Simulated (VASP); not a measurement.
Runs of VASP 6.6.1 on C. The structure is that of space group Fmmm (No. 69), or close to it. The cells are those of the table. 

```tsv
cell	gap on the mesh (eV)	pressure (GPa)	largest force (eV/Å)
a = 4.097, b = 3.783, c = 2.228 Å, angles 81.5, 65.9, 32.5°, 2 atoms	-	(a)	-
a = 3.503, b = 3.039, c = 2.464 Å, angles 78.3, 58.2, 43.5°, 2 atoms	none	3.9	0.04
a = 3.801, b = 3.414, c = 2.367 Å, angles 80.0, 62.2, 37.8°, 2 atoms	-	42.1	-
a = 3.724, b = 3.344, c = 2.319 Å, angles 80.0, 62.2, 37.8°, 2 atoms	-	69.9	-
a = 3.569, b = 3.135, c = 2.415 Å, angles 78.9, 59.5, 41.6°, 2 atoms	none	24.1	0.02
a = 3.910, b = 3.579, c = 2.227 Å, angles 81.0, 64.7, 34.2°, 2 atoms	-	123.5	-
a = 3.575, b = 3.102, c = 2.515 Å, angles 78.3, 58.2, 43.5°, 2 atoms	none	-16.5	0.03
a = 4.286, b = 3.923, c = 2.441 Å, angles 81.0, 64.7, 34.2°, 2 atoms	-	5.6	0.01
a = 3.813, b = 3.458, c = 2.272 Å, angles 80.5, 63.5, 36.0°, 2 atoms	-	95.0	-
a = 4.147, b = 3.724, c = 2.582 Å, angles 80.0, 62.2, 37.8°, 2 atoms	-	-32.8	0.01
a = 4.177, b = 3.856, c = 2.271 Å, angles 81.5, 65.9, 32.5°, 2 atoms	-	84.6	-
a = 4.014, b = 3.706, c = 2.182 Å, angles 81.5, 65.9, 32.5°, 2 atoms	-	(b)	-
```

Alike in all rows: task single point; level PBEsol+D3(BJ); potentials or basis VASP PAW PBE potentials, release 64 (C); no spin polarisation; k mesh 18 × 18 × 18; cutoff (eV) 520; smearing gaussian 0.03 eV.

Task: Estimate the missing entries.

Result: (a) 115.6; (b) 155.0.

Caveats: the PAW data sets were made with another functional, which shifts forces and pressure a little; the stress differs along the axes, from -2 to 175 GPa (at least some runs); the stress differs along the axes, from -5 to 19 GPa (at least some runs); the stress differs along the axes, from 1 to 62 GPa (at least some runs); the stress differs along the axes, from 3 to 104 GPa (at least some runs); the stress differs along the axes, from 12 to 31 GPa (at least some runs); the stress differs along the axes, from -2 to 186 GPa (at least some runs).

A gap of «none» marks levels without a gap at the run's occupations.
